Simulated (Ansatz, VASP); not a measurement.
**InAs in VASP and in Ansatz**

```xyz
2
Lattice="0.0000 3.3605 2.6212 3.3605 0.0000 2.6212 3.3605 3.3605 0.0000" Properties=species:S:1:pos:R:3 pbc="T T T"
In    0.0000    0.0000    0.0000
As    5.0407    5.0407    3.9318
```

Alike in both runs: task single point; functional PBE; k mesh 18 × 18 × 18; occupations gaussian, width 0.15 eV; no spin polarisation.

|  | VASP | Ansatz |
| --- | --- | --- |
| version | VASP 6.6.1 | Ansatz 0.2.0 |
| potentials or method | VASP PAW PBE potentials, release 64 (In_d, As), cutoff 520 eV | scalar-relativistic, plane waves, PAW |
| valence electrons in the cell | 18 | 28 |

|  | VASP | Ansatz | Ansatz less VASP |
| --- | --- | --- | --- |
| gap on the k mesh at the Fermi level (eV) | 0.10 | 0.11 | +0.004 |
| least direct gap on the mesh (eV) | 0.15 | 0.15 | +0.001 |
| pressure (GPa) | -1.0 | -1.0 | -0.04 |
| traceless stress, the component that is largest in VASP (GPa) | 3.35 | 3.36 | +0.012 |

VASP's potentials hold 18 valence electrons a cell and Ansatz's 28, so a difference there can come from the potentials and not from the codes.
